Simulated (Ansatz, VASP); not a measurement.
## ScMo3: VASP beside Ansatz

```xyz
4
Lattice="4.5750 0.0000 0.0000 0.0000 4.5750 0.0000 0.0000 0.0000 3.1733" Properties=species:S:1:pos:R:3 pbc="T T T"
Sc    0.0000    0.0000    0.0000
Mo    0.0000    2.2875    1.5866
Mo    2.2875    2.2875    0.0000
Mo    2.2875    0.0000    1.5866
```

Change from the starting cell: the structure that the rattled Cu3Au (L1_2) type (Pm-3m, No. 221) fell into.

Alike in both runs: functional PBE; k mesh 10 × 10 × 14; occupations gaussian, width 0.1 eV; no spin polarisation.

Ansatz relaxed the structure, and its values are those at the end. VASP's run is a single point on that final structure, the one shown.

|  | VASP | Ansatz |
| --- | --- | --- |
| version | VASP 6.6.1 | Ansatz 0.2.0 |
| potentials or method | VASP PAW PBE potentials, release 64 (Sc_sv, Mo_sv), cutoff 520 eV | scalar-relativistic, plane waves, PAW |
| valence electrons in the cell | 53 | 53 |

Ansatz gave:

```
gap on the k mesh at the Fermi level (eV) : none
pressure (GPa)                            : 0.0
```

**Question.** Which values does VASP return?

**Answer.** gap on the k mesh at the Fermi level (eV): none; pressure (GPa): 0.4.

A gap of «none» marks a metal or a gap that the smearing closes. The functional is the same, so the differences come from potentials, cutoffs and numerics.
